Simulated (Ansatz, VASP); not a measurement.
**Te: VASP and Ansatz over several settings**

```
Te
1.0
     4.36308    0.00000    0.00000
    -2.18154    3.77854    0.00000
     0.00000    0.00000    5.80307
Te
3
Cartesian
  1.5947 2.7621 0.0000
  -0.5868 1.0164 3.8687
  1.1737 0.0000 1.9344
```

Single points on this cell with VASP 6.6.1 and Ansatz 0.2.0. Each row is one pair of runs. Alike in all rows: spin: off; k mesh: 7 × 7 × 5; smearing: fermi-dirac, width 0.05 eV; Ansatz's potentials, cutoff: Ansatz PAW, 420 eV.

```tsv
level	VASP's potentials, cutoff	gap on the k mesh at the Fermi level (eV), VASP	gap on the k mesh at the Fermi level (eV), Ansatz	least direct gap on the mesh (eV), VASP	least direct gap on the mesh (eV), Ansatz	pressure (GPa), VASP	pressure (GPa), Ansatz
LDA	VASP PAW LDA potentials, release 64 (Te), 520 eV	0.55	0.56	0.78	0.80	1.5	1.3
PBEsol	VASP PAW PBE potentials, release 64 (Te), 520 eV	0.57	0.57	0.80	0.81	2.6	2.4
RPBE+D4	VASP PAW PBE potentials, release 64 (Te), 520 eV	0.63	0.64	0.84	0.86	1.3	1.4
```

Gap on the k mesh at the fermi level (eV): the two programs differ by at most 0.007; least direct gap on the mesh (eV): the two programs differ by at most 0.013; pressure (GPa): the two programs differ by at most 0.17.

VASP's potentials hold 18 valence electrons a cell and Ansatz's 48, so a difference there can come from the potentials and not from the codes.

Neither program's run includes spin-orbit coupling. Noted on Ansatz's runs: odd divisions of the mesh miss points on the zone boundary, where band edges often lie, so the gap on the mesh can be too wide.
